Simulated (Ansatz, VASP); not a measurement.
## Sn3PbSe4 in VASP and in Ansatz

```
Sn Pb Se
1.0
     6.10365    0.00000    0.00000
     0.00000    6.10365    0.00000
     0.00000    0.00000    6.10365
Sn Pb Se
3 1 4
Direct
  0.50000 0.00000 0.00000
  0.00000 0.00000 0.50000
  0.00000 0.50000 0.00000
  0.50000 0.50000 0.50000
  0.00000 0.50000 0.50000
  0.50000 0.50000 0.00000
  0.00000 0.00000 0.00000
  0.50000 0.00000 0.50000
```

Alike in both runs: functional PBE; k mesh 6 × 6 × 6; occupations gaussian, width 0.1 eV; no spin polarisation.

Ansatz relaxed the structure, and its values are those at the end. VASP's run is a single point on that final structure, the one shown.

|  | VASP | Ansatz |
| --- | --- | --- |
| version | VASP 6.6.1 | Ansatz 0.2.0 |
| potentials or method | VASP PAW PBE potentials, release 64 (Sn_d, Pb_d, Se), cutoff 520 eV | scalar-relativistic, plane waves, PAW |
| valence electrons in the cell | 80 | 120 |

|  | VASP | Ansatz | Ansatz less VASP |
| --- | --- | --- | --- |
| gap on the k mesh at the Fermi level (eV) | none | none | - |
| pressure (GPa) | 0.0 | 0.0 | +0.02 |

A gap of «none» marks a metal or a gap that the smearing closes. VASP's potentials hold 80 valence electrons a cell and Ansatz's 120, so a difference there can come from the potentials and not from the codes.

Spin-orbit coupling is off throughout.
